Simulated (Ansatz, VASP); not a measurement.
## Two plane-wave programs on Ba

```
Ba
1.0
    -2.37847    2.37847    2.37847
     2.37847   -2.37847    2.37847
     2.37847    2.37847   -2.37847
Ba
1
Direct
  0.00000 0.00000 0.00000
```

Alike in both runs: functional LDA; k mesh 16 × 16 × 16; occupations gaussian, width 0.1 eV; no spin polarisation.

Ansatz relaxed the structure, and its values are those at the end. VASP's run is a single point on that final structure, the one shown.

|  | VASP | Ansatz |
| --- | --- | --- |
| version | VASP 6.6.1 | Ansatz 0.2.0 |
| potentials or method | VASP PAW LDA potentials, release 64 (Ba_sv), cutoff 520 eV | scalar-relativistic, plane waves, PAW |
| valence electrons in the cell | 10 | 10 |

VASP gave:

```
gap on the k mesh at the Fermi level (eV) : none
pressure (GPa)                            : 0.1
```

Task: What did Ansatz give for the same quantities?

Result: gap on the k mesh at the Fermi level (eV): none; pressure (GPa): 0.0.

Ansatz warns that its potentials were made for another functional, while VASP's fit it. LDA's correlation is that of Perdew and Zunger in VASP and of Perdew and Wang (1992) in Ansatz. A gap of «none» marks a metal or a gap that the smearing closes.

Neither program's run includes spin-orbit coupling.
